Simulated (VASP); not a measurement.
# KI in VASP: a series of runs

The runs below take KI through single point, relaxation of cell and atoms, with PBE+D3(BJ).

All numbers are computed with VASP 6.6.1; they aren't measurements. Logs are shortened: lines on timing, memory, paths and dates and some standing lists are left out, and cuts for length are marked.

## 1. The cell of the first run

The typed cell holds 4 atoms: a = 4.826 Å, b = 4.826 Å, c = 8.541 Å, α = 90.00°, β = 90.00°, γ = 119.99°.

## 2. Single point, PBE+D3(BJ)

The input, INCAR:

```
SYSTEM = KI
ALGO = Normal
EDIFF = 1E-6
ENCUT = 520
GGA = PE
ISIF = 2
ISMEAR = 0
IVDW = 12
LASPH = .True.
LCHARG = .False.
LREAL = .False.
LWAVE = .False.
NBANDS = 24
NELM = 60
PREC = Accurate
SIGMA = 0.02
```

The input, KPOINTS:

```
k-points
0
Gamma
  6 6 4
  0 0 0
```

The input, POSCAR:

```
KI
1.0
    2.4131739867     -4.1790944302      0.0000000000
    2.4131739867      4.1790944302      0.0000000000
    0.0000000000      0.0000000000      8.5414763426
K I
2 2
Direct
    0.5000000000      0.5000000000      0.5000000000
    0.5000000000      0.5000000000      0.0000000000
    0.8333195030      0.1666804970      0.2500000000
    0.1666804970      0.8333195030      0.7500000000
```

Potentials or basis: VASP PAW PBE potentials, release 64 (K_sv, I).

The run is started by

```console
$ cat potpaw_PBE.64/K_sv/POTCAR potpaw_PBE.64/I/POTCAR > POTCAR
$ mpirun -np 1 vasp_std > vasp.out
```

OUTCAR:

```text
SYSTEM = KI
   EDIFF = 1E-6
   ENCUT = 520
   GGA = PE
   ISIF = 2
   ISMEAR = 0
   IVDW = 12
   LASPH = .True.
   LREAL = .False.
   NELM = 60
   PREC = Accurate
 IVDW          = 12

 ion  position               nearest neighbor table
   1  0.500  0.500  0.500-   3 3.51   4 3.51   4 3.51   3 3.51   4 3.51   3 3.51
   2  0.500  0.500  0.000-   3 3.51   4 3.51   4 3.51   3 3.51   4 3.51   3 3.51
   3  0.833  0.167  0.250-   1 3.51   2 3.51   1 3.51   2 3.51   1 3.51   2 3.51
   4  0.167  0.833  0.750-   1 3.51   2 3.51   1 3.51   2 3.51   1 3.51   2 3.51

  LATTYP: Found a base centered orthorhombic cell.
 ALAT       =     4.8263479734
 B/A-ratio  =     1.7317833083
 C/A-ratio  =     1.7697597417

  Lattice vectors:

 A1 = (   2.4131739867,  -4.1790944302,   0.0000000000)
 A2 = (   2.4131739867,   4.1790944302,   0.0000000000)
 A3 = (   0.0000000000,   0.0000000000,   8.5414763426)

Analysis of symmetry for initial positions (statically):
=====================================================================
 Subroutine PRICEL returns:
 Original cell was already a primitive cell.

 Routine SETGRP: Setting up the symmetry group for a
 base centered orthorhombic supercell.

 Subroutine GETGRP returns: Found  8 space group operations
 (whereof  4 operations were pure point group operations)
 out of a pool of  8 trial point group operations.

The static configuration has the point symmetry C_2h.
 The point group associated with its full space group is D_2h.

Analysis of symmetry for dynamics (positions and initial velocities):
=====================================================================
 Subroutine PRICEL returns:
 Original cell was already a primitive cell.

 Routine SETGRP: Setting up the symmetry group for a
 base centered orthorhombic supercell.

 Subroutine GETGRP returns: Found  8 space group operations
 (whereof  4 operations were pure point group operations)
 out of a pool of  8 trial point group operations.

The dynamic configuration has the point symmetry C_2h.
 The point group associated with its full space group is D_2h.

 Subroutine INISYM returns: Found  8 space group operations
 (whereof  4 operations are pure point group operations),
 and found     1 'primitive' translations

----------------------------------------------------------------------------------------

                                     Primitive cell
[... 87 lines left out ...]
   ISTART =      0    job   : 0-new  1-cont  2-samecut
   ICHARG =      2    charge: 1-file 2-atom 10-const
   ISPIN  =      1    spin polarized calculation?
   LNONCOLLINEAR =      F non collinear calculations
   LSORBIT =      F    spin-orbit coupling
   LASPH  =      T    aspherical Exc in radial PAW
   ENCUT  =  520.0 eV  38.22 Ry    6.18 a.u.   8.97  8.97 15.88*2*pi/ulx,y,z
   NELM   =     60;   NELMIN=  2; NELMDL= -5     # of ELM steps
   EDIFF  = 0.1E-05   stopping-criterion for ELM
   LREAL  =      F    real-space projection
[... 7 lines left out ...]
   TEBEG  =    0.0;   TEEND  =   0.0 temperature during run
   PSTRESS=    0.0 pullay stress
   NELECT =      32.0000    total number of electrons
   NUPDOWN=      -1.0000    fix difference up-down
   EMIN   =  10.00;   EMAX   =-10.00  energy-range for DOS
   EFERMI =   0.00;   METHOD = LEGACY
   ISMEAR =     0;   SIGMA  =   0.02  broadening in eV -4-tet -1-fermi 0-gaus
   EFERMI_NEDOS =   21; number of points for ismear=-14 and -15
   IALGO  =     38    algorithm
   IMIX   =      4    mixing-type and parameters
     AMIX     =   0.40;   BMIX     =  1.00
     AMIX_MAG =   1.60;   BMIX_MAG =  1.00
  volume/ion in A,a.u.               =      43.07       290.65
  Fermi-wavevector in a.u.,A,eV,Ry     =   0.934072  1.765140 11.870948  0.872490
  Thomas-Fermi vector in A             =   2.060839
   LORBIT       =      0    0 simple, 1 ext, 2 COOP (PROOUT), +10 PAW based schemes
   GGA     = PE    functional components
   LHFCALC =     F    Hartree Fock is set to
   AEXX    =    0.0000 exact exchange contribution
   IVDW    =    12    specifies the selected vdW correction
   LEPSILON=     F    determine dielectric tensor
   LRPA    =     F    only Hartree local field effects (RPA)
 non-spin polarized calculation
 Gauss-broadening in eV      SIGMA  =   0.02
  energy-cutoff  :      520.00
  volume of cell :      172.28
 maximum number of plane-waves:      4666
   NGX = 17   NGY = 17   NGZ = 31

 number of electron      32.0000001 magnetization

 Free energy of the ion-electron system (eV)
  ---------------------------------------------------
  ext. energy  EPLUGINS =         0.00000000
  ---------------------------------------------------
  free energy    TOTEN  =       -11.01512267 eV

  energy without entropy =      -11.01512267  energy(sigma->0) =      -11.01512267

 E-fermi :  -0.0434     XC(G=0):  -7.2655

 val. band max:       -0.1978412382   @ k =   0.0000   0.0000   0.0000
 cond. band min:       3.7195062643   @ k =   0.0000   0.0000   0.0000
 fundamental gap:      3.9173475025
 Fermi energy:        -0.0434116274

 k-point     1 :       0.0000    0.0000    0.0000
  band No.  band energies     occupation
      1     -28.8091      2.00000
      2     -28.8037      2.00000
      3     -12.5014      2.00000
      4     -12.3010      2.00000
      5     -12.3010      2.00000
      6     -12.2872      2.00000
[... 637 lines left out ...]
     23       7.6250      0.00000
     24       8.0313      0.00000

 [... further k-points ...]

------------------------ aborting loop because EDIFF is reached ----------------------------------------

 Edisp (eV)   -0.92585

 E8    (eV) :    -0.4458

  FORCE on cell =-STRESS in cart. coord.  units (eV):
  Direction    XX          YY          ZZ          XY          YZ          ZX
  --------------------------------------------------------------------------------------
  -------------------------------------------------------------------------------------
  Total       0.02102     0.02400     0.01461     0.00000    -0.00000     0.00000
  in kB       0.19551     0.22318     0.13590     0.00000    -0.00000     0.00000
  external pressure =        0.18 kB  Pullay stress =        0.00 kB

 VOLUME and BASIS-vectors are now :
 -----------------------------------------------------------------------------
  energy-cutoff  :      520.00
  volume of cell :      172.28
      direct lattice vectors                 reciprocal lattice vectors
     2.413173987 -4.179094430  0.000000000     0.207196001 -0.119643145  0.000000000
     2.413173987  4.179094430  0.000000000     0.207196001  0.119643145  0.000000000
     0.000000000  0.000000000  8.541476343     0.000000000  0.000000000  0.117075779

 POSITION                                       TOTAL-FORCE (eV/Angst)
 -----------------------------------------------------------------------------------
      2.41317      0.00000      4.27074        -0.000000     -0.000000     -0.000000
      2.41317      0.00000      0.00000         0.000000     -0.000000     -0.000000
      2.41317     -2.78595      2.13537         0.000000     -0.000384      0.000000
      2.41317      2.78595      6.40611         0.000000      0.000384      0.000000
 -----------------------------------------------------------------------------------
    total drift:                                0.000000      0.000000      0.000000

  FREE ENERGIE OF THE ION-ELECTRON SYSTEM (eV)
  ---------------------------------------------------
  free  energy   TOTEN  =       -11.9409714522 eV

  energy  without entropy=      -11.9409714522  energy(sigma->0) =      -11.94097145
```

It took 68 s on 1 thread of AMD EPYC 9R45 (Zen 5), shared host; peak memory 0.33 GiB.

Results:

```yaml
Free_energy: -11.9410 eV
Pressure: 0.0 GPa
Band_gap_on_the_k_mesh: 3.92 eV
Dispersion_energy_per_atom: -0.231 eV
```

Caveat: spin-orbit coupling is left out, which moves the levels of the heavy elements. A k mesh can miss the band edges.

## 3. Relaxation of cell and atoms, PBE+D3(BJ)

This run uses another cell than the first one, of 46.42 Å³/atom.

The input, INCAR:

```
SYSTEM = KI
PREC = Accurate ; ENCUT = 600
EDIFF = 1E-6 ; ISMEAR = 0
SIGMA = 0.02 ; LREAL = .FALSE.
LASPH = .TRUE. ; NELM = 60
ALGO = Normal ; ISIF = 3
LWAVE = .FALSE. ; LCHARG = .FALSE.
GGA = PE ; IVDW = 12
IBRION = 2 ; NSW = 70
EDIFFG = -0.005
```

The input, KPOINTS:

```
regular mesh
0
G
  6 6 4
  0 0 0
```

The input, POSCAR:

```
KI
1.0
    2.4856454456     -4.3033639529      0.0000000000
    2.4856454456      4.3033639529      0.0000000000
    0.0000000000      0.0000000000      8.6793136639
K I
2 2
Direct
    0.5000000000      0.5000000000      0.5000000000
    0.5000000000      0.5000000000      0.0000000000
    0.8332197398      0.1667802602      0.2500000000
    0.1667802602      0.8332197398      0.7500000000
```

Potentials or basis: VASP PAW PBE potentials, release 64 (K_sv, I).

The run is started by

```console
$ cat potpaw_PBE.64/K_sv/POTCAR potpaw_PBE.64/I/POTCAR > POTCAR
$ mpirun -np 1 vasp_std > vasp.out
```

It took 5.9 min on 1 thread of AMD EPYC 9R45 (Zen 5), shared host; peak memory 0.43 GiB.

The run converged. Its results:

```yaml
Free_energy: -11.9417 eV
Relaxed_volume: 43.22 Å³/atom
Relaxed_cell: a = 4.834 Å, b = 4.834 Å, c = 8.546 Å, α = 90.00°, β = 90.00°, γ = 120.02°
Space_group_after_relaxing_to_0.1_Å: P6_3/mmc (No. 194)
Energy_gained_by_relaxing: 8.6 meV/atom
Ionic_steps: 8
Pressure_after_relaxing: 0.0 GPa
Band_gap_on_the_k_mesh: 3.91 eV
Dispersion_energy_per_atom: -0.231 eV
```

The path:
```tsv
step	energy change (eV)	largest force (eV/Å)	pressure (GPa)	volume (Å³)
1	0.0000	0.0013	-0.78	185.68
2	-0.0236	0.0014	-0.46	179.65
3	-0.0337	0.0013	-0.04	173.35
4	-0.0338	0.0013	0.01	172.76
5	-0.0338	0.0013	-0.01	173.01
6	-0.0339	0.0011	-0.01	172.99
7	-0.0343	0.0002	-0.01	172.91
8	-0.0343	0.0000	-0.01	172.89
```

Final structure:
```
K I
1.0
     2.41617   -4.18653    0.00000
     2.41617    4.18653    0.00000
     0.00000    0.00000    8.54585
K I
2 2
Direct
  0.50000 0.50000 0.50000
  0.50000 0.50000 0.00000
  0.83328 0.16672 0.25000
  0.16672 0.83328 0.75000
```

Levels at points of the mesh, in eV from the valence-band top:
| k point | band 13 | band 14 | band 15 | band 16 | band 17 | band 18 | band 19 | band 20 |
| --- | --- | --- | --- | --- | --- | --- | --- | --- |
| (0.00, 0.00, 0.00) | -0.29 | -0.23 | 0.00 | 0.00 | 3.91 | 5.57 | 5.63 | 6.70 |
| (0.50, 0.00, 0.00) | -0.71 | -0.65 | -0.39 | -0.36 | 5.04 | 5.75 | 5.85 | 7.07 |
| (0.50, 0.50, 0.00) | -0.71 | -0.65 | -0.39 | -0.36 | 5.04 | 5.75 | 5.85 | 7.07 |
| (0.00, 0.00, 0.50) | -0.15 | -0.15 | -0.15 | -0.15 | 5.03 | 5.03 | 6.31 | 6.31 |
| (0.50, 0.00, 0.50) | -0.57 | -0.57 | -0.38 | -0.38 | 5.59 | 5.59 | 5.67 | 5.67 |
| (0.50, 0.50, 0.50) | -0.57 | -0.57 | -0.38 | -0.38 | 5.59 | 5.59 | 5.67 | 5.67 |

Caveat: spin-orbit coupling is left out, which moves the levels of the heavy elements. A k mesh can miss the band edges.
